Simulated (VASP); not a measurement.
# Hf (P6_3/mmc) in VASP: notebook

Hf is run at these levels: PBE; tasks: relaxation of shape and atoms at fixed volume.

All numbers are computed with VASP 6.6.1; they aren't measurements. Logs are shortened: lines on timing, memory, paths and dates and some standing lists are left out, and cuts for length are marked.

### 1 The cell of the first run

It takes space group P6_3/mmc (No. 194, hexagonal). The conventional cell has a = 3.267 Å, b = 3.267 Å, c = 5.168 Å, α = 90.00°, β = 90.00°, γ = 120.00°. Hf (site symmetry -6m2) has 12 Hf at 3.20 to 3.27 Å within 4.2 Å.

### 2 Relaxation of shape and atoms at fixed volume, PBE (23.89 Å³/atom)

INCAR

```
ALGO = Fast ; EDIFF = 1E-7
EDIFFG = -0.01 ; ENCUT = 600
GGA = PE ; IBRION = 2
ISIF = 4 ; ISMEAR = 0
LASPH = True ; LCHARG = False
LREAL = False ; LWAVE = False
NELM = 60 ; NSW = 50
PREC = Accurate ; SIGMA = 0.1
```

KPOINTS

```
k-points
0
Gamma
  18 18 8
```

POSCAR

```
Hf
1.0
    3.2671213990      0.0000000000      0.0000000000
   -1.6335606995      2.8294101288      0.0000000000
    0.0000000000      0.0000000000      5.1680072324
Hf
2
Direct
    0.3333333333      0.6666666667      0.2500000000
    0.6666666667      0.3333333333      0.7500000000
```

Potentials or basis: VASP PAW PBE potentials, release 64 (Hf_pv).

On the command line:

```
cat potpaw_PBE.64/Hf_pv/POTCAR > POTCAR
mpirun -np 1 vasp_std > vasp.out
```

OUTCAR:

```text
EDIFF = 1E-7
   EDIFFG = -0.01
   ENCUT = 600
   GGA = PE
   IBRION = 2
   ISIF = 4
   ISMEAR = 0
   LASPH = True
   LREAL = False
   NELM = 60
   NSW = 50
   PREC = Accurate

 ion  position               nearest neighbor table
   1  0.333  0.667  0.250-   2 3.20   2 3.20   2 3.20   2 3.20   2 3.20   2 3.20
   2  0.667  0.333  0.750-   1 3.20   1 3.20   1 3.20   1 3.20   1 3.20   1 3.20

  LATTYP: Found a hexagonal cell.
 ALAT       =     3.2671213990
 C/A-ratio  =     1.5818228346

  Lattice vectors:

 A1 = (   3.2671213990,   0.0000000000,   0.0000000000)
 A2 = (  -1.6335606995,   2.8294101288,   0.0000000000)
 A3 = (   0.0000000000,   0.0000000000,   5.1680072324)

Analysis of symmetry for initial positions (statically):
=====================================================================
 Subroutine PRICEL returns:
 Original cell was already a primitive cell.

 Routine SETGRP: Setting up the symmetry group for a
 hexagonal supercell.

 Subroutine GETGRP returns: Found 24 space group operations
 (whereof 12 operations were pure point group operations)
 out of a pool of 24 trial point group operations.

The static configuration has the point symmetry D_3d.
 The point group associated with its full space group is D_6h.

Analysis of symmetry for dynamics (positions and initial velocities):
=====================================================================
 Subroutine PRICEL returns:
 Original cell was already a primitive cell.

 Routine SETGRP: Setting up the symmetry group for a
 hexagonal supercell.

 Subroutine GETGRP returns: Found 24 space group operations
 (whereof 12 operations were pure point group operations)
 out of a pool of 24 trial point group operations.

The dynamic configuration has the point symmetry D_3d.
 The point group associated with its full space group is D_6h.

 Subroutine INISYM returns: Found 24 space group operations
 (whereof 12 operations are pure point group operations),
 and found     1 'primitive' translations

----------------------------------------------------------------------------------------

                                     Primitive cell

  volume of cell :      47.7732

  direct lattice vectors                    reciprocal lattice vectors
     3.267121399  0.000000000  0.000000000     0.306079842  0.176715279  0.000000000
    -1.633560700  2.829410129  0.000000000     0.000000000  0.353430558  0.000000000
     0.000000000  0.000000000  5.168007232     0.000000000  0.000000000  0.193498181

  length of vectors
     3.267121399  3.267121399  5.168007232     0.353430558  0.353430558  0.193498181

  position of ions in fractional coordinates (direct lattice)
     0.333333333  0.666666667  0.250000000
     0.666666667  0.333333333  0.750000000

  ion indices of the primitive-cell ions
   primitive index   ion index
                 1           1
                 2           2

----------------------------------------------------------------------------------------

 KPOINTS: k-points

Automatic generation of k-mesh.
 Grid dimensions read from file:
 generate k-points for:   18   18    8

 Generating k-lattice:

  Cartesian coordinates                     Fractional coordinates (reciprocal lattice)
     0.017004436  0.009817515  0.000000000     0.055555556 -0.000000000  0.000000000
     0.000000000  0.019635031  0.000000000     0.000000000  0.055555556  0.000000000
     0.000000000  0.000000000  0.024187273     0.000000000  0.000000000  0.125000000

  Length of vectors
     0.019635031  0.019635031  0.024187273

[... 59 lines left out ...]
   ISIF   =      4    stress and relaxation
   ISYM   =      2    0-nonsym 1-usesym 2-fastsym
   POTIM  = 0.5000    time-step for ionic-motion
   TEBEG  =    0.0;   TEEND  =   0.0 temperature during run
   PSTRESS=    0.0 pullay stress
   NELECT =      20.0000    total number of electrons
   NUPDOWN=      -1.0000    fix difference up-down
   EMIN   =  10.00;   EMAX   =-10.00  energy-range for DOS
   EFERMI =   0.00;   METHOD = LEGACY
   ISMEAR =     0;   SIGMA  =   0.10  broadening in eV -4-tet -1-fermi 0-gaus
   EFERMI_NEDOS =   21; number of points for ismear=-14 and -15
   IALGO  =     68    algorithm
   IMIX   =      4    mixing-type and parameters
     AMIX     =   0.40;   BMIX     =  1.00
     AMIX_MAG =   1.60;   BMIX_MAG =  1.00
  volume/ion in A,a.u.               =      23.89       161.19
  Fermi-wavevector in a.u.,A,eV,Ry     =   1.224682  2.314314 20.406650  1.499846
  Thomas-Fermi vector in A             =   2.359748
   LORBIT       =      0    0 simple, 1 ext, 2 COOP (PROOUT), +10 PAW based schemes
   GGA     = PE    functional components
   LHFCALC =     F    Hartree Fock is set to
   AEXX    =    0.0000 exact exchange contribution
   IVDW    =     0    specifies the selected vdW correction
   LEPSILON=     F    determine dielectric tensor
   LRPA    =     F    only Hartree local field effects (RPA)
 conjugate gradient relaxation of ions
 non-spin polarized calculation
 RMM-DIIS sequential band-by-band and
 Gauss-broadening in eV      SIGMA  =   0.10
  energy-cutoff  :      600.00
  volume of cell :       47.77
 maximum number of plane-waves:      1640
 NGX is ok and might be reduce to    28
   NGX = 13   NGY = 13   NGZ = 21

--------------------------------------- Ionic step        1  -------------------------------------------

 number of electron      20.0000000 magnetization

 Free energy of the ion-electron system (eV)
  ---------------------------------------------------
  ext. energy  EPLUGINS =         0.00000000
  ---------------------------------------------------
  free energy    TOTEN  =       -19.79768109 eV

  energy without entropy =      -19.78995257  energy(sigma->0) =      -19.79381683

------------------------ aborting loop because EDIFF is reached ----------------------------------------

  FORCE on cell =-STRESS in cart. coord.  units (eV):
  Direction    XX          YY          ZZ          XY          YZ          ZX
  --------------------------------------------------------------------------------------
  -------------------------------------------------------------------------------------
  Total       -1.7731639     -1.7731639     -1.8755883      0.0000000      0.0000000     -0.0000000
  in kB      -59.4668825    -59.4668825    -62.9019053      0.0000000      0.0000000     -0.0000000
  external PRESSURE =     -60.6118901 kB  Pullay stress =       0.0000000 kB

 VOLUME and BASIS-vectors are now :
 -----------------------------------------------------------------------------
  energy-cutoff  :      600.00
  volume of cell :       47.77
      direct lattice vectors                 reciprocal lattice vectors
     3.267121399  0.000000000  0.000000000     0.306079842  0.176715279  0.000000000
    -1.633560700  2.829410129  0.000000000     0.000000000  0.353430558  0.000000000
     0.000000000  0.000000000  5.168007232     0.000000000  0.000000000  0.193498181

 POSITION                                       TOTAL-FORCE (eV/Angst)
 -----------------------------------------------------------------------------------
     -0.00000      1.88627      1.29200        -0.000000      0.000000      0.000000
      1.63356      0.94314      3.87601         0.000000     -0.000000      0.000000
 -----------------------------------------------------------------------------------
    total drift:                               -0.000000      0.000000     -0.000000

  FREE ENERGIE OF THE ION-ELECTRON SYSTEM (eV)
  ---------------------------------------------------
  free  energy   TOTEN  =       -19.7976810858 eV

  energy  without entropy=      -19.7899525664  energy(sigma->0) =      -19.79381683

--------------------------------------- Ionic step        2  -------------------------------------------

 number of electron      20.0000000 magnetization

 Free energy of the ion-electron system (eV)
  ---------------------------------------------------
  ext. energy  EPLUGINS =         0.00000000
  ---------------------------------------------------
  free energy    TOTEN  =       -19.79778320 eV

  energy without entropy =      -19.79009115  energy(sigma->0) =      -19.79393718

 E-fermi :   4.4787     XC(G=0): -10.9891

 val. band max:        4.4687746048   @ k =   0.2778   0.2778   0.2500
 cond. band min:       4.4789657826   @ k =   0.0000   0.0000   0.2500
 fundamental gap:      0.0101911778
 Fermi energy:         4.4787217860

 k-point     1 :       0.0000    0.0000    0.0000
  band No.  band energies     occupation
      1     -26.6734      2.00000
      2     -26.0762      2.00000
      3     -26.0762      2.00000
      4     -25.9763      2.00000
      5     -25.9711      2.00000
      6     -25.9711      2.00000
      7      -2.6795      2.00000
      8       0.9673      2.00000
      9       4.9305      0.00000
     10       5.6266      0.00000
     11       5.6266      0.00000
     12       5.9065      0.00000
     13       6.3827      0.00000
     14       6.3828      0.00000
[... 377 lines left out ...]
      1     -26.4946      2.00000
      2     -26.3829      2.00000
      3     -26.3819      2.00000
      4     -26.2367      2.00000
      5     -26.1539      2.00000
      6     -26.0743      2.00000
      7       1.2558      2.00000
      8       2.2920      2.00000
      9       2.5349      2.00000
     10       3.4741      2.00000
     11       5.0647      0.00000
     12       5.3125      0.00000
     13       5.9859      0.00000
     14       9.2133      0.00000

 [... further k-points ...]
[... 5 lines left out ...]
  --------------------------------------------------------------------------------------
  -------------------------------------------------------------------------------------
  Total       -1.8021448     -1.8021448     -1.8225456      0.0000000      0.0000000     -0.0000000
  in kB      -60.4388192    -60.4388192    -61.1230058      0.0000000      0.0000000     -0.0000000
  external PRESSURE =     -60.6668814 kB  Pullay stress =       0.0000000 kB

 VOLUME and BASIS-vectors are now :
 -----------------------------------------------------------------------------
  energy-cutoff  :      600.00
  volume of cell :       47.77
      direct lattice vectors                 reciprocal lattice vectors
     3.269814214  0.000000000 -0.000000000     0.305827773  0.176569747  0.000000000
    -1.634907107  2.831742175  0.000000000    -0.000000000  0.353139494  0.000000000
     0.000000000  0.000000000  5.159498640     0.000000000  0.000000000  0.193817281

 POSITION                                       TOTAL-FORCE (eV/Angst)
 -----------------------------------------------------------------------------------
     -0.00000      1.88783      1.28987         0.000000     -0.000000      0.000000
      1.63491      0.94391      3.86962        -0.000000      0.000000      0.000000
 -----------------------------------------------------------------------------------
    total drift:                               -0.000000      0.000000     -0.000000

  FREE ENERGIE OF THE ION-ELECTRON SYSTEM (eV)
  ---------------------------------------------------
  free  energy   TOTEN  =       -19.7977831978 eV

  energy  without entropy=      -19.7900911538  energy(sigma->0) =      -19.79393718

 reached required accuracy - stopping structural energy minimisation
```

Run time: 2.5 min. Hardware: 1 thread of AMD EPYC 9R45 (Zen 5), shared host; peak memory 0.26 GiB.

What came out:

```
Free energy               : -19.7978 eV
Energy gained by relaxing : 0.1 meV/atom
Ionic steps               : 2
Pressure after relaxing   : -6.1 GPa
Band gap on the k mesh    : zero (bands 10 and 11 overlap by 1.58 eV)
```

The path:
```csv
step,energy change (eV),largest force (eV/Å),pressure (GPa),volume (Å³)
1,0.0000,0.0000,-6.06,47.77
2,-0.0001,0.0000,-6.07,47.77
```

Final structure:
```
Hf
1.0
     3.26981    0.00000    0.00000
    -1.63491    2.83174    0.00000
     0.00000    0.00000    5.15950
Hf
2
Direct
  0.33333 0.66667 0.25000
  0.66667 0.33333 0.75000
```

Levels at points of the mesh, in eV from the Fermi level:
| k point | band 6 | band 7 | band 8 | band 9 | band 10 | band 11 | band 12 | band 13 | band 14 |
| --- | --- | --- | --- | --- | --- | --- | --- | --- | --- |
| (0.00, 0.00, 0.00) | -30.45 | -7.16 | -3.51 | 0.45 | 1.15 | 1.15 | 1.43 | 1.90 | 1.90 |
| (0.50, 0.00, 0.00) | -30.52 | -3.25 | -2.53 | -2.03 | -0.90 | 0.78 | 0.80 | 1.57 | 5.44 |
| (0.00, 0.00, 0.50) | -30.50 | -5.29 | -5.29 | 0.17 | 0.17 | 1.04 | 1.04 | 1.04 | 1.04 |
| (0.50, 0.00, 0.50) | -30.61 | -3.21 | -3.21 | -0.88 | -0.88 | 0.98 | 0.98 | 2.49 | 2.49 |

Caveat: spin-orbit coupling is left out, which moves the levels of the heavy elements.

[end of part 1 of 2]
